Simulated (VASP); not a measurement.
# KTi3 (Pm-3m) in VASP: notebook, part 3 of 3

VASP 6.6.1. Earlier steps stand in the parts before.

## Step 5: Relaxation of cell and atoms, PBE

This run uses another cell than the first one, of 29.42 Å³/atom, 1.380 times its volume.

File INCAR:

```
SYSTEM = KTi3
PREC = Accurate
ENCUT = 600
EDIFF = 1E-6
ISMEAR = 0
SIGMA = 0.1
LREAL = .False.
LASPH = .True.
NELM = 100
ALGO = Normal
ISIF = 3
LWAVE = .False.
LCHARG = .False.
GGA = PE
IBRION = 2
NSW = 90
EDIFFG = -0.04
```

File KPOINTS:

```
Automatic mesh
0
Gamma
  4 4 4
  0 0 0
```

File POSCAR:

```
KTi3
1.0
    4.9005680900      0.0000000000      0.0000000000
    0.0000000000      4.9005680900      0.0000000000
    0.0000000000      0.0000000000      4.9005680900
K Ti
1 3
Direct
    0.5000000000      0.5000000000      0.5000000000
    0.5000000000      0.0000000000      0.0000000000
    0.0000000000      0.5000000000      0.0000000000
    0.0000000000      0.0000000000      0.5000000000
```

Potentials or basis: VASP PAW PBE potentials, release 64 (K_sv, Ti_sv).

Launch:

```
> cat potpaw_PBE.64/K_sv/POTCAR potpaw_PBE.64/Ti_sv/POTCAR > POTCAR
> mpirun -np 1 vasp_std > vasp.out
```

OUTCAR:

```text
SYSTEM = KTi3
   PREC = Accurate
   ENCUT = 600
   EDIFF = 1E-6
   ISMEAR = 0
   LREAL = .False.
   LASPH = .True.
   NELM = 100
   ISIF = 3
   GGA = PE
   IBRION = 2
   NSW = 90
   EDIFFG = -0.04

 ion  position               nearest neighbor table
   1  0.500  0.500  0.500-
   2  0.500  0.000  0.000-
   3  0.000  0.500  0.000-
   4  0.000  0.000  0.500-

  LATTYP: Found a simple cubic cell.
 ALAT       =     4.9005680900

  Lattice vectors:

 A1 = (   4.9005680900,   0.0000000000,   0.0000000000)
 A2 = (   0.0000000000,   4.9005680900,   0.0000000000)
 A3 = (   0.0000000000,   0.0000000000,   4.9005680900)

Analysis of symmetry for initial positions (statically):
=====================================================================
 Subroutine PRICEL returns:
 Original cell was already a primitive cell.

 Routine SETGRP: Setting up the symmetry group for a
 simple cubic supercell.

 Subroutine GETGRP returns: Found 48 space group operations
 (whereof 48 operations were pure point group operations)
 out of a pool of 48 trial point group operations.

The static configuration has the point symmetry O_h .

Analysis of symmetry for dynamics (positions and initial velocities):
=====================================================================
 Subroutine PRICEL returns:
 Original cell was already a primitive cell.

 Routine SETGRP: Setting up the symmetry group for a
 simple cubic supercell.

 Subroutine GETGRP returns: Found 48 space group operations
 (whereof 48 operations were pure point group operations)
 out of a pool of 48 trial point group operations.

The dynamic configuration has the point symmetry O_h .

 Subroutine INISYM returns: Found 48 space group operations
 (whereof 48 operations are pure point group operations),
 and found     1 'primitive' translations

----------------------------------------------------------------------------------------

                                     Primitive cell

  volume of cell :     117.6899

  direct lattice vectors                    reciprocal lattice vectors
     4.900568090  0.000000000  0.000000000     0.204057975  0.000000000  0.000000000
     0.000000000  4.900568090  0.000000000     0.000000000  0.204057975  0.000000000
     0.000000000  0.000000000  4.900568090     0.000000000  0.000000000  0.204057975

  length of vectors
     4.900568090  4.900568090  4.900568090     0.204057975  0.204057975  0.204057975

  position of ions in fractional coordinates (direct lattice)
     0.500000000  0.500000000  0.500000000
     0.500000000  0.000000000  0.000000000
     0.000000000  0.500000000  0.000000000
     0.000000000  0.000000000  0.500000000

  ion indices of the primitive-cell ions
   primitive index   ion index
                 1           1
                 2           2
                 3           3
                 4           4

----------------------------------------------------------------------------------------

 KPOINTS: Automatic mesh

Automatic generation of k-mesh.
 Grid dimensions read from file:
 generate k-points for:    4    4    4

 Generating k-lattice:

  Cartesian coordinates                     Fractional coordinates (reciprocal lattice)
     0.051014494  0.000000000  0.000000000     0.250000000  0.000000000  0.000000000
     0.000000000  0.051014494  0.000000000     0.000000000  0.250000000  0.000000000
     0.000000000  0.000000000  0.051014494     0.000000000  0.000000000  0.250000000

  Length of vectors
     0.051014494  0.051014494  0.051014494

  Shift w.r.t. Gamma in fractional coordinates (k-lattice)
     0.000000000  0.000000000  0.000000000

 Subroutine IBZKPT returns following result:
 ===========================================

 Found     10 irreducible k-points:

 Following reciprocal coordinates:
            Coordinates               Weight
  0.000000  0.000000  0.000000      1.000000
  0.250000  0.000000  0.000000      6.000000
  0.500000  0.000000  0.000000      3.000000
  0.250000  0.250000  0.000000     12.000000
  0.500000  0.250000  0.000000     12.000000
  0.500000  0.500000  0.000000      3.000000
  0.250000  0.250000  0.250000      8.000000
  0.500000  0.250000  0.250000     12.000000
  0.500000  0.500000  0.250000      6.000000
  0.500000  0.500000  0.500000      1.000000
   k-points           NKPTS =     10   k-points in BZ     NKDIM =     10   number of bands    NBANDS=     27
   number of dos      NEDOS =    301   number of ions     NIONS =      4
   total plane-waves  NPLWV =  64000
   dimension x,y,z NGX =    40 NGY =   40 NGZ =   40
   dimension x,y,z NGXF=    80 NGYF=   80 NGZF=   80
   ions per type =               1   3
   NGX,Y,Z   is equivalent  to a cutoff of  13.57, 13.57, 13.57 a.u.
   NGXF,Y,Z  is equivalent  to a cutoff of  27.14, 27.14, 27.14 a.u.
 SYSTEM =  KTi3
   PREC   = accura    normal or accurate (medium, high low for compatibility)
   ISTART =      0    job   : 0-new  1-cont  2-samecut
   ICHARG =      2    charge: 1-file 2-atom 10-const
   ISPIN  =      1    spin polarized calculation?
   LNONCOLLINEAR =      F non collinear calculations
   LSORBIT =      F    spin-orbit coupling
   LASPH  =      T    aspherical Exc in radial PAW
   ENCUT  =  600.0 eV  44.10 Ry    6.64 a.u.   9.79  9.79  9.79*2*pi/ulx,y,z
   NELM   =    100;   NELMIN=  2; NELMDL= -5     # of ELM steps
   EDIFF  = 0.1E-05   stopping-criterion for ELM
   LREAL  =      F    real-space projection
   EDIFFG = -.4E-01   stopping-criterion for IOM
   NSW    =     90    number of steps for IOM
   IBRION =      2    ionic relax: 0-MD 1-quasi-New 2-CG
   NFREE  =      1    steps in history (QN), initial steepest desc. (CG)
   ISIF   =      3    stress and relaxation
   ISYM   =      2    0-nonsym 1-usesym 2-fastsym
   POTIM  = 0.5000    time-step for ionic-motion
   TEBEG  =    0.0;   TEEND  =   0.0 temperature during run
   PSTRESS=    0.0 pullay stress
   NELECT =      45.0000    total number of electrons
   NUPDOWN=      -1.0000    fix difference up-down
   EMIN   =  10.00;   EMAX   =-10.00  energy-range for DOS
   EFERMI =   0.00;   METHOD = LEGACY
   ISMEAR =     0;   SIGMA  =   0.10  broadening in eV -4-tet -1-fermi 0-gaus
   EFERMI_NEDOS =   21; number of points for ismear=-14 and -15
   IALGO  =     38    algorithm
   IMIX   =      4    mixing-type and parameters
     AMIX     =   0.40;   BMIX     =  1.00
     AMIX_MAG =   1.60;   BMIX_MAG =  1.00
  volume/ion in A,a.u.               =      29.42       198.55
  Fermi-wavevector in a.u.,A,eV,Ry     =   1.188227  2.245423 19.209824  1.411882
  Thomas-Fermi vector in A             =   2.324361
   LORBIT       =      0    0 simple, 1 ext, 2 COOP (PROOUT), +10 PAW based schemes
   GGA     = PE    functional components
   LHFCALC =     F    Hartree Fock is set to
   AEXX    =    0.0000 exact exchange contribution
   IVDW    =     0    specifies the selected vdW correction
   LEPSILON=     F    determine dielectric tensor
   LRPA    =     F    only Hartree local field effects (RPA)
 conjugate gradient relaxation of ions
 non-spin polarized calculation
 Gauss-broadening in eV      SIGMA  =   0.10
  energy-cutoff  :      600.00
  volume of cell :      117.69
 maximum number of plane-waves:      3952
 NGX is ok and might be reduce to    40
   NGX = 19   NGY = 19   NGZ = 19

--------------------------------------- Ionic step        1  -------------------------------------------

 number of electron      44.9999998 magnetization

 Free energy of the ion-electron system (eV)
  ---------------------------------------------------
  ext. energy  EPLUGINS =         0.00000000
  ---------------------------------------------------
  free energy    TOTEN  =       -18.56426052 eV

  energy without entropy =      -18.52391600  energy(sigma->0) =      -18.54408826

 E-fermi :   3.2673     XC(G=0):  -9.0062

 val. band max:        3.1937423817   @ k =   0.5000   0.2500   0.0000
 cond. band min:       3.2703363119   @ k =   0.5000   0.0000   0.0000
 fundamental gap:      0.0765939303
 Fermi energy:         3.2672804167

 k-point     1 :       0.0000    0.0000    0.0000
  band No.  band energies     occupation
      1     -54.2066      2.00000
      2     -54.1948      2.00000
      3     -54.1948      2.00000
      4     -30.4851      2.00000
      5     -30.4851      2.00000
      6     -30.4851      2.00000
[... 400 lines left out ...]
  energy  without entropy=      -19.7463633183  energy(sigma->0) =      -19.75647250

--------------------------------------- Ionic step        4  -------------------------------------------

 number of electron      44.9999990 magnetization

 Free energy of the ion-electron system (eV)
  ---------------------------------------------------
  ext. energy  EPLUGINS =         0.00000000
  ---------------------------------------------------
  free energy    TOTEN  =       -19.76732154 eV

  energy without entropy =      -19.74732609  energy(sigma->0) =      -19.75732381

 E-fermi :   5.5269     XC(G=0): -10.3395

 val. band max:        5.5231704671   @ k =   0.5000   0.2500   0.2500
 cond. band min:       5.6019857023   @ k =   0.5000   0.5000   0.0000
 fundamental gap:      0.0788152352
 Fermi energy:         5.5269470599

 k-point     1 :       0.0000    0.0000    0.0000
  band No.  band energies     occupation
      1     -51.4614      2.00000
      2     -51.4097      2.00000
      3     -51.4097      2.00000
      4     -27.8022      2.00000
      5     -27.8022      2.00000
      6     -27.8022      2.00000
[... 320 lines left out ...]
  FREE ENERGIE OF THE ION-ELECTRON SYSTEM (eV)
  ---------------------------------------------------
  free  energy   TOTEN  =       -19.7673215408 eV

  energy  without entropy=      -19.7473260879  energy(sigma->0) =      -19.75732381

 reached required accuracy - stopping structural energy minimisation
```

CONTCAR:

```text
KTi3
   1.00000000000000
     4.4030305284561324   -0.0000000000000000    0.0000000000000000
    -0.0000000000000000    4.4030305284561324   -0.0000000000000000
     0.0000000000000000   -0.0000000000000000    4.4030305284561324
  K               Ti
     1     3
Direct
     0.5000000000000000    0.5000000000000000    0.5000000000000000
     0.5000000000000000    0.0000000000000000    0.0000000000000000
     0.0000000000000000    0.5000000000000000    0.0000000000000000
     0.0000000000000000    0.0000000000000000    0.5000000000000000

  0.00000000E+00  0.00000000E+00  0.00000000E+00
  0.00000000E+00  0.00000000E+00  0.00000000E+00
  0.00000000E+00  0.00000000E+00  0.00000000E+00
  0.00000000E+00  0.00000000E+00  0.00000000E+00
```

Run time: 2.1 min. Hardware: 1 thread of Intel Xeon Platinum 8375C at 2.90GHz (Ice Lake), shared host; peak memory 0.26 GiB.

What came out:

```
Free energy                            : -19.7673 eV
Relaxed volume                         : 21.34 Å³/atom
Relaxed cell                           : a = 4.403 Å, b = 4.403 Å, c = 4.403 Å, α = 90.00°, β = 90.00°, γ = 90.00°
Space group after relaxing (to 0.05 Å) : Pm-3m (No. 221)
Energy gained by relaxing              : 300.8 meV/atom
Ionic steps                            : 4
Pressure after relaxing                : 0.0 GPa
```

The path:
| step | energy change (eV) | largest force (eV/Å) | pressure (GPa) | volume (Å³) |
| --- | --- | --- | --- | --- |
| 1 | 0.0000 | 0.0000 | -9.18 | 117.69 |
| 2 | -1.1434 | 0.0000 | -3.12 | 91.24 |
| 3 | -1.2023 | 0.0000 | -0.38 | 86.03 |
| 4 | -1.2031 | 0.0000 | 0.01 | 85.36 |

Final structure:
```
K Ti
1.0
     4.40303    0.00000    0.00000
     0.00000    4.40303    0.00000
     0.00000    0.00000    4.40303
K Ti
1 3
Direct
  0.50000 0.50000 0.50000
  0.50000 0.00000 0.00000
  0.00000 0.50000 0.00000
  0.00000 0.00000 0.50000
```

Caveat: the volume moved by over 15 % at a fixed basis, so the end points are rough.

## Step 6: The runs side by side

```tsv
task	cell	k mesh	cutoff (eV)	gap on the mesh (eV)	pressure (GPa)	relaxed volume (Å³/atom)
single point	a = 4.402 Å, 4 atoms	10 × 10 × 10	520	none	0.0	-
relaxation of cell and atoms	relaxed from a = 4.397 Å, 4 atoms	10 × 10 × 10	600	none	0.0	21.32
single point	a = 4.397 Å, 4 atoms	4 × 4 × 4	520	none	0.2	-
relaxation of cell and atoms	relaxed from a = 4.901 Å, 4 atoms	4 × 4 × 4	600	none	0.0	21.34
```

Alike in all rows: level PBE; potentials or basis VASP PAW PBE potentials, release 64 (K_sv, Ti_sv); no spin polarisation; smearing gaussian 0.1 eV.

Caveats: the volume moved by over 15 % at a fixed basis, so the end points are rough (some runs).

Absolute energies hang on the potentials; compare differences alone.
